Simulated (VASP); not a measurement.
# W (Fm-3m) in VASP: further runs, part 2 of 2

VASP 6.6.1.

### 3 Single point, PBEsol

File INCAR:

```
PREC = Accurate
ENCUT = 500
EDIFF = 1E-6
ISMEAR = -1
SIGMA = 0.1
LREAL = F
LASPH = T
NELM = 120
ALGO = Normal
ISIF = 2
LWAVE = F
LCHARG = F
GGA = PS
NBANDS = 13
GGA_COMPAT = F
```

File KPOINTS:

```
regular mesh
0
Gamma
  18 18 18
```

File POSCAR:

```
W
1.0
    0.0000000000      1.8703341295      1.8703341295
    1.8703341295      0.0000000000      1.8703341295
    1.8703341295      1.8703341295      0.0000000000
W
1
Direct
    0.0000000000      0.0000000000      0.0000000000
```

Potentials or basis: VASP PAW PBE potentials, release 64 (W_sv).

The run is started by

```
> cat potpaw_PBE.64/W_sv/POTCAR > POTCAR
> mpirun -np 1 vasp_std > vasp.out
```

OUTCAR:

```text
PREC = Accurate
   ENCUT = 500
   EDIFF = 1E-6
   ISMEAR = -1
   LREAL = F
   LASPH = T
   NELM = 120
   ISIF = 2
   GGA = PS

 ion  position               nearest neighbor table
   1  0.000  0.000  0.000-

  LATTYP: Found a face centered cubic cell.
 ALAT       =     3.7406682590

  Lattice vectors:

 A1 = (   0.0000000000,   1.8703341295,   1.8703341295)
 A2 = (   1.8703341295,   0.0000000000,   1.8703341295)
 A3 = (   1.8703341295,   1.8703341295,   0.0000000000)

Analysis of symmetry for initial positions (statically):
=====================================================================
 Subroutine PRICEL returns:
 Original cell was already a primitive cell.

 Routine SETGRP: Setting up the symmetry group for a
 face centered cubic supercell.

 Subroutine GETGRP returns: Found 48 space group operations
 (whereof 48 operations were pure point group operations)
 out of a pool of 48 trial point group operations.

The static configuration has the point symmetry O_h .

Analysis of symmetry for dynamics (positions and initial velocities):
=====================================================================
 Subroutine PRICEL returns:
 Original cell was already a primitive cell.

 Routine SETGRP: Setting up the symmetry group for a
 face centered cubic supercell.

 Subroutine GETGRP returns: Found 48 space group operations
 (whereof 48 operations were pure point group operations)
 out of a pool of 48 trial point group operations.

The dynamic configuration has the point symmetry O_h .

 Subroutine INISYM returns: Found 48 space group operations
 (whereof 48 operations are pure point group operations),
 and found     1 'primitive' translations

----------------------------------------------------------------------------------------

                                     Primitive cell

  volume of cell :      13.0854

  direct lattice vectors                    reciprocal lattice vectors
     0.000000000  1.870334129  1.870334129    -0.267331913  0.267331913  0.267331913
     1.870334129  0.000000000  1.870334129     0.267331913 -0.267331913  0.267331913
     1.870334129  1.870334129  0.000000000     0.267331913  0.267331913 -0.267331913

  length of vectors
     2.645051892  2.645051892  2.645051892     0.463032455  0.463032455  0.463032455

  position of ions in fractional coordinates (direct lattice)
     0.000000000  0.000000000  0.000000000

  ion indices of the primitive-cell ions
   primitive index   ion index
                 1           1

----------------------------------------------------------------------------------------

 KPOINTS: regular mesh

Automatic generation of k-mesh.
 Grid dimensions read from file:
 generate k-points for:   18   18   18

 Generating k-lattice:

  Cartesian coordinates                     Fractional coordinates (reciprocal lattice)
    -0.014851773  0.014851773  0.014851773     0.055555556  0.000000000  0.000000000
     0.014851773 -0.014851773  0.014851773     0.000000000  0.055555556  0.000000000
     0.014851773  0.014851773 -0.014851773     0.000000000  0.000000000  0.055555556

  Length of vectors
     0.025724025  0.025724025  0.025724025

  Shift w.r.t. Gamma in fractional coordinates (k-lattice)
     0.000000000  0.000000000  0.000000000

 Subroutine IBZKPT returns following result:
 ===========================================

 Found    195 irreducible k-points:

 Following reciprocal coordinates:
            Coordinates               Weight
  0.000000  0.000000  0.000000      1.000000
  0.055556  0.000000  0.000000      8.000000
  0.111111  0.000000  0.000000      8.000000
  0.166667  0.000000  0.000000      8.000000
  0.222222  0.000000  0.000000      8.000000
  0.277778  0.000000  0.000000      8.000000
[... 16 lines left out ...]
 -0.277778  0.055556  0.000000     24.000000
 -0.222222  0.055556  0.000000     24.000000
 [... further k-points ...]
   k-points           NKPTS =    195   k-points in BZ     NKDIM =    195   number of bands    NBANDS=     13
   number of dos      NEDOS =    301   number of ions     NIONS =      1
   total plane-waves  NPLWV =   8000
   dimension x,y,z NGX =    20 NGY =   20 NGZ =   20
   dimension x,y,z NGXF=    40 NGYF=   40 NGZF=   40
   ions per type =               1
   NGX,Y,Z   is equivalent  to a cutoff of  12.57, 12.57, 12.57 a.u.
   NGXF,Y,Z  is equivalent  to a cutoff of  25.14, 25.14, 25.14 a.u.
 SYSTEM =  unknown system
   PREC   = accura    normal or accurate (medium, high low for compatibility)
   ISTART =      0    job   : 0-new  1-cont  2-samecut
   ICHARG =      2    charge: 1-file 2-atom 10-const
   ISPIN  =      1    spin polarized calculation?
   LNONCOLLINEAR =      F non collinear calculations
   LSORBIT =      F    spin-orbit coupling
   LASPH  =      T    aspherical Exc in radial PAW
   ENCUT  =  500.0 eV  36.75 Ry    6.06 a.u.   4.82  4.82  4.82*2*pi/ulx,y,z
   NELM   =    120;   NELMIN=  2; NELMDL= -5     # of ELM steps
   EDIFF  = 0.1E-05   stopping-criterion for ELM
   LREAL  =      F    real-space projection
   EDIFFG = 0.1E-04   stopping-criterion for IOM
   NSW    =      0    number of steps for IOM
   IBRION =     -1    ionic relax: 0-MD 1-quasi-New 2-CG
   NFREE  =      0    steps in history (QN), initial steepest desc. (CG)
   ISIF   =      2    stress and relaxation
   ISYM   =      2    0-nonsym 1-usesym 2-fastsym
   POTIM  = 0.5000    time-step for ionic-motion
   TEBEG  =    0.0;   TEEND  =   0.0 temperature during run
   PSTRESS=    0.0 pullay stress
   NELECT =      14.0000    total number of electrons
   NUPDOWN=      -1.0000    fix difference up-down
   EMIN   =  10.00;   EMAX   =-10.00  energy-range for DOS
   EFERMI =   0.00;   METHOD = LEGACY
   ISMEAR =    -1;   SIGMA  =   0.10  broadening in eV -4-tet -1-fermi 0-gaus
   EFERMI_NEDOS =   21; number of points for ismear=-14 and -15
   IALGO  =     38    algorithm
   IMIX   =      4    mixing-type and parameters
     AMIX     =   0.40;   BMIX     =  1.00
     AMIX_MAG =   1.60;   BMIX_MAG =  1.00
  volume/ion in A,a.u.               =      13.09        88.30
  Fermi-wavevector in a.u.,A,eV,Ry     =   1.674384  3.164126 38.144759  2.803561
  Thomas-Fermi vector in A             =   2.759189
   LORBIT       =      0    0 simple, 1 ext, 2 COOP (PROOUT), +10 PAW based schemes
   GGA     = PS    functional components
   LHFCALC =     F    Hartree Fock is set to
   AEXX    =    0.0000 exact exchange contribution
   IVDW    =     0    specifies the selected vdW correction
   LEPSILON=     F    determine dielectric tensor
   LRPA    =     F    only Hartree local field effects (RPA)
 non-spin polarized calculation
  energy-cutoff  :      500.00
  volume of cell :       13.09
 maximum number of plane-waves:       342
   NGX =  9   NGY =  9   NGZ =  9

 number of electron      13.9999999 magnetization

 Free energy of the ion-electron system (eV)
  ---------------------------------------------------
  ext. energy  EPLUGINS =         0.00000000
  ---------------------------------------------------
  free energy    TOTEN  =       -12.62032876 eV

  energy without entropy =      -12.59039602  energy(sigma->0) =      -12.60536239

 E-fermi :  13.7076     XC(G=0): -14.8653

 val. band max:       13.7061448607   @ k =   0.2222   0.2222   0.0000
 cond. band min:      13.7188579362   @ k =  -0.4444   0.1667   0.0000
 fundamental gap:      0.0127130755
 Fermi energy:        13.7075659691

 k-point     1 :       0.0000    0.0000    0.0000
  band No.  band energies     occupation
      1     -59.5923      2.00000
      2     -22.7607      2.00000
      3     -22.7607      2.00000
      4     -22.7607      2.00000
      5       3.5999      2.00000
      6      12.7660      1.99984
      7      12.7660      1.99984
      8      12.7660      1.99984
      9      17.0486      0.00000
     10      17.0486      0.00000
     11      26.7269      0.00000
     12      33.1137      0.00000
     13      33.1137      0.00000

 k-point     2 :       0.0556    0.0000    0.0000
  band No.  band energies     occupation
      1     -59.5837      2.00000
      2     -22.8423      2.00000
      3     -22.7703      2.00000
      4     -22.7703      2.00000
      5       3.7833      2.00000
      6      12.6197      1.99996
      7      12.8517      1.99962
      8      12.8517      1.99962
      9      16.9530      0.00000
     10      16.9530      0.00000
     11      27.0956      0.00000
[... 339 lines left out ...]
 k-point    24 :      -0.2222    0.0556    0.0000
  band No.  band energies     occupation
      1     -59.4518      2.00000
      2     -23.9668      2.00000
      3     -22.9921      2.00000
      4     -22.8813      2.00000
      5       6.2836      2.00000
      6      11.5485      2.00000
      7      13.3043      1.96517
      8      13.4750      1.82202
      9      16.2685      0.00000
     10      17.7408      0.00000
     11      27.9274      0.00000
     12      32.8817      0.00000
     13      37.5697      0.00000

 [... further k-points ...]
[... 5 lines left out ...]
  --------------------------------------------------------------------------------------
  -------------------------------------------------------------------------------------
  Total        7.4373087      7.4373087      7.4373087      0.0000000      0.0000000      0.0000000
  in kB      910.6233838    910.6233838    910.6233838      0.0000000      0.0000000      0.0000000
  external PRESSURE =     910.6233838 kB  Pullay stress =       0.0000000 kB

 VOLUME and BASIS-vectors are now :
 -----------------------------------------------------------------------------
  energy-cutoff  :      500.00
  volume of cell :       13.09
      direct lattice vectors                 reciprocal lattice vectors
     0.000000000  1.870334129  1.870334129    -0.267331913  0.267331913  0.267331913
     1.870334129  0.000000000  1.870334129     0.267331913 -0.267331913  0.267331913
     1.870334129  1.870334129  0.000000000     0.267331913  0.267331913 -0.267331913

 POSITION                                       TOTAL-FORCE (eV/Angst)
 -----------------------------------------------------------------------------------
      0.00000      0.00000      0.00000         0.000000      0.000000     -0.000000
 -----------------------------------------------------------------------------------
    total drift:                               -0.000000     -0.000000     -0.000000

  FREE ENERGIE OF THE ION-ELECTRON SYSTEM (eV)
  ---------------------------------------------------
  free  energy   TOTEN  =       -12.6203287577 eV

  energy  without entropy=      -12.5903960161  energy(sigma->0) =      -12.60536239
```

stdout:

```text
POSCAR found type information on POSCAR W
 POSCAR found :  1 types and       1 ions
 scaLAPACK will be used
 -----------------------------------------------------------------------------
|                                                                             |
|                                                                             |
|     You enforced a specific xc type in the INCAR file but a different       |
|     I HOPE YOU KNOW WHAT YOU ARE DOING!                                     |
|                                                                             |
 -----------------------------------------------------------------------------

 LDA part: xc-table for (Slater+PW92), standard interpolation
 POSCAR, INCAR and KPOINTS ok, starting setup
 FFT: planning ... GRIDC
 FFT: planning ... GRID_SOFT
 FFT: planning ... GRID
 WAVECAR not read
 entering main loop
```

It took 13 s on 1 thread of AMD EPYC 9R45 (Zen 5), shared host; peak memory 0.12 GiB.

Results:

```
Free energy            : -12.6203 eV
Pressure               : 91.1 GPa
Band gap on the k mesh : zero (band 7 reaches 18.49 eV, above the bottom of band 8 at 12.77 eV)
```

Levels at points of the mesh, in eV from the Fermi level:
```tsv
k point	band 3	band 4	band 5	band 6	band 7	band 8	band 9	band 10	band 11	band 12
(0.00, 0.00, 0.00)	-36.47	-36.47	-10.11	-0.94	-0.94	-0.94	3.34	3.34	13.02	19.41
(0.50, 0.00, 0.00)	-36.78	-36.78	-6.96	-1.30	-1.30	1.67	6.81	6.81	12.77	14.17
(0.50, 0.50, 0.00)	-37.32	-37.32	-7.33	-6.18	4.78	6.79	7.88	7.88	13.93	13.93
```

Caveat: the PAW data sets were made with another functional, which shifts forces and pressure a little; spin-orbit coupling is left out, which moves the levels of the heavy elements.

### 4 Single point, PBEsol (volume scaled by 0.819, to set the pressure)

INCAR is that of step 3.

File KPOINTS:

```
Automatic mesh
0
Gamma
  18 18 18
```

File POSCAR:

```
W
1.0
    0.0000000000      1.8708321457      1.8708321457
    1.8708321457      0.0000000000      1.8708321457
    1.8708321457      1.8708321457      0.0000000000
W
1
Direct
    0.0000000000      0.0000000000      0.0000000000
```

The run is started by

```
> cat potpaw_PBE.64/W_sv/POTCAR > POTCAR
> mpirun -np 1 vasp_std > vasp.out
```

Run time: 36 s. Hardware: 1 thread of AMD EPYC 7R43 (Zen 3), shared host; peak memory 0.11 GiB.

The run converged. Its results:

- Free energy: -12.6263 eV
- Pressure: 90.6 GPa
- Band gap on the k mesh: zero (band 7 reaches 18.47 eV, above the bottom of band 8 at 12.75 eV)

Levels at points of the mesh, in eV from the Fermi level:
```
           k point  band 3  band 4  band 5  band 6  band 7  band 8  band 9  band 10  band 11  band 12
(0.00, 0.00, 0.00)  -36.47  -36.47  -10.10   -0.94   -0.94   -0.94    3.34     3.34    13.02    19.40
(0.50, 0.00, 0.00)  -36.78  -36.78   -6.96   -1.30   -1.30    1.66    6.80     6.80    12.76    14.15
(0.50, 0.50, 0.00)  -37.32  -37.32   -7.32   -6.17    4.77    6.78    7.87     7.87    13.92    13.92
```

Caveat: the cell differs from its parent crystal (volume scaled by 0.819, to set the pressure); the PAW data sets were made with another functional, which shifts forces and pressure a little; spin-orbit coupling is left out, which moves the levels of the heavy elements.

### 5 Relaxation of cell and atoms, PBEsol, target pressure 88 GPa, at which the enthalpy is minimised

File INCAR:

```
PREC = Accurate
ENCUT = 500
EDIFF = 1E-7
ISMEAR = -1
SIGMA = 0.1
LREAL = False
LASPH = True
NELM = 120
ALGO = Normal
ISIF = 3
LWAVE = False
LCHARG = False
GGA = PS
IBRION = 2
NSW = 60
EDIFFG = -0.005
PSTRESS = 880.0
GGA_COMPAT = False
NELMIN = 4
```

File KPOINTS:

```
regular mesh
0
Gamma
  18 18 18
```

POSCAR is that of step 4.

The run is started by

```
> cat potpaw_PBE.64/W_sv/POTCAR > POTCAR
> mpirun -np 1 vasp_std > vasp.out
```

It took 37 s on 1 thread of Intel Xeon Platinum 8488C (Sapphire Rapids), shared host; peak memory 0.15 GiB.

The run converged. Its results:

```yaml
Free_energy: -12.6569 eV
Relaxed_volume: 13.15 Å³/atom
Relaxed_cell: a = 2.649 Å, b = 2.649 Å, c = 2.649 Å, α = 60.00°, β = 60.00°, γ = 60.00°
Space_group_after_relaxing_to_0.05_Å: Fm-3m (No. 225)
Energy_change_on_relaxing_the_enthalpy_is_what_falls: -30.7 meV/atom
Ionic_steps: 3
Pressure_after_relaxing: 88.0 GPa
Band_gap_on_the_k_mesh: zero (band 7 reaches 18.36 eV, above the bottom of band 8 at 12.70 eV)
```

The path:
```csv
step,energy change (eV),largest force (eV/Å),pressure (GPa),volume (Å³)
1,0.0000,0.0000,90.58,13.10
2,-0.2047,0.0000,72.57,13.50
3,-0.0307,0.0000,87.97,13.15
```

Final structure:
```
W
1.0
     0.00000    1.87345    1.87345
     1.87345    0.00000    1.87345
     1.87345    1.87345    0.00000
W
1
Direct
  0.00000 0.00000 0.00000
```

Levels at points of the mesh, in eV from the Fermi level:
| k point | band 3 | band 4 | band 5 | band 6 | band 7 | band 8 | band 9 | band 10 | band 11 |
| --- | --- | --- | --- | --- | --- | --- | --- | --- | --- |
| (0.00, 0.00, 0.00) | -36.49 | -36.49 | -10.09 | -0.93 | -0.93 | -0.93 | 3.32 | 3.32 | 13.02 |
| (0.50, 0.00, 0.00) | -36.79 | -36.79 | -6.93 | -1.28 | -1.28 | 1.64 | 6.77 | 6.77 | 12.76 |
| (0.50, 0.50, 0.00) | -37.32 | -37.32 | -7.28 | -6.14 | 4.73 | 6.74 | 7.83 | 7.83 | 13.88 |

Caveat: the cell is relaxed towards a set pressure, so the enthalpy falls and the energy may rise; the PAW data sets were made with another functional, which shifts forces and pressure a little; spin-orbit coupling is left out, which moves the levels of the heavy elements.

### 6 Overview

```tsv
task	cell	gap on the mesh (eV)	pressure (GPa)
single point	a = 2.646 Å, angles 60.0°, 1 atom	none	90.6
single point	a = 2.645 Å, angles 60.0°, 1 atom	none	91.1
relaxation of cell and atoms	relaxed to 88 GPa from a = 2.646 Å, angles 60.0°, 1 atom	none	88.0
```

Alike in all rows: level PBEsol; potentials or basis VASP PAW PBE potentials, release 64 (W_sv); no spin polarisation; k mesh 18 × 18 × 18; cutoff (eV) 500; smearing fermi-dirac 0.1 eV.

Caveats: the PAW data sets were made with another functional, which shifts forces and pressure a little; spin-orbit coupling is left out, which moves the levels of the heavy elements; the cell is relaxed towards a set pressure, so the enthalpy falls and the energy may rise (some runs).

Absolute energies hang on the potentials; compare differences alone.
